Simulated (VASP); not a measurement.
Here is a VASP 6.6.1 calculation.

INCAR

```
  ALGO = Normal
  EDIFF = 1E-6
  ENCUT = 520
  GGA = PE
  ISIF = 2
  ISMEAR = 1
  LASPH = True
  LCHARG = True
  LELF = True
  LREAL = False
  LVHAR = True
  LWAVE = False
  NBANDS = 21
  NELM = 60
  PREC = Accurate
  SIGMA = 0.15
```

The input KPOINTS:

```
k-points
0
Gamma
  5 5 5
```

POSCAR

```
Si
1.0
   -3.3360831900      3.3360831900      3.3360831900
    3.3360831900     -3.3360831900      3.3360831900
    3.3360831900      3.3360831900     -3.3360831900
Si
6
Direct
    0.7500000000      0.2500000000      0.5000000000
    0.7500000000      0.5000000000      0.2500000000
    0.5000000000      0.2500000000      0.7500000000
    0.2500000000      0.5000000000      0.7500000000
    0.2500000000      0.7500000000      0.5000000000
    0.5000000000      0.7500000000      0.2500000000
```

Potentials or basis: VASP PAW PBE potentials, release 64 (Si).

The run is started by

```sh
$ cat potpaw_PBE.64/Si/POTCAR > POTCAR
$ mpirun -np 1 vasp_std > vasp.out
```

(1) Predict the pressure.

(2) Predict the band gap on the k mesh.

Answers

(1) 1.9 GPa.

(2) 0.33 eV, direct.
